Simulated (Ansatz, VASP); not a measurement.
# Two plane-wave programs on SnO2

```xyz
3
Lattice="1.6168 0.9334 4.5248 -1.6168 0.9334 4.5248 0.0000 -1.8669 4.5248" Properties=species:S:1:pos:R:3 pbc="T T T"
Sn    0.0000    0.0000    6.7872
O     0.0000    0.0000    3.1884
O     0.0000    0.0000   10.3860
```

Alike in both runs: task single point; functional PBE; k mesh 12 × 12 × 12; occupations gaussian, width 0.05 eV; no spin polarisation.

|  | VASP | Ansatz |
| --- | --- | --- |
| version | VASP 6.6.1 | Ansatz 0.2.0 |
| potentials or method | VASP PAW PBE potentials, release 64 (Sn_d, O), cutoff 520 eV | scalar-relativistic, plane waves, PAW |
| valence electrons in the cell | 26 | 26 |

|  | VASP | Ansatz | Ansatz less VASP |
| --- | --- | --- | --- |
| gap on the k mesh at the Fermi level (eV) | 1.99 | 2.01 | +0.019 |
| least direct gap on the mesh (eV) | 2.19 | 2.20 | +0.012 |
| pressure (GPa) | 8.5 | 7.7 | -0.71 |
| traceless stress, the component that is largest in VASP (GPa) | -0.18 | 0.32 | +0.503 |
| rms of the force components (eV/Å) | 0.531 | 0.503 | -0.0281 |

Atom by atom the forces differ by 0.028 eV/Å (rms over components).
